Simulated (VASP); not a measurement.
Input of a VASP 6.6.1 run:

The input INCAR:

```
PREC = Accurate
ENCUT = 500
EDIFF = 1E-6
ISMEAR = -1
SIGMA = 0.0052
LREAL = F
LASPH = T
NELM = 120
ALGO = Normal
ISIF = 2
LWAVE = F
LCHARG = T
GGA = PE
LELF = T
LVHAR = T
NBANDS = 22
GGA_COMPAT = F
```

Contents of KPOINTS:

```
Automatic mesh
0
Gamma
  3 2 2
```

POSCAR

```
Sb
1.0
    3.0643835778     -0.0763004090     -0.1305707346
   -0.1062378905      4.4759002638      0.1487883825
   -0.2224331842      0.1517357352      4.6915440754
Sb
2
Direct
    0.9886110000      0.7500000000      0.7588340000
    0.0113890000      0.2500000000      0.2411660000
```

Potentials or basis: VASP PAW PBE potentials, release 64 (Sb_d_GW).

Run with:

```console
$ cat potpaw_PBE.64/Sb_d_GW/POTCAR > POTCAR
$ mpirun -np 1 vasp_std > vasp.out
```

(1) Predict the pressure.

(2) Estimate the band gap on the k mesh.

Results:

(1) -1.4 GPa.

(2) zero (bands 15 and 16 overlap by 4.71 eV).

Caveat: the k points lie up to 0.70 Å⁻¹ apart, too coarse for converged energies and pressures of a metal; spin-orbit coupling is left out, which moves the levels of the heavy elements.
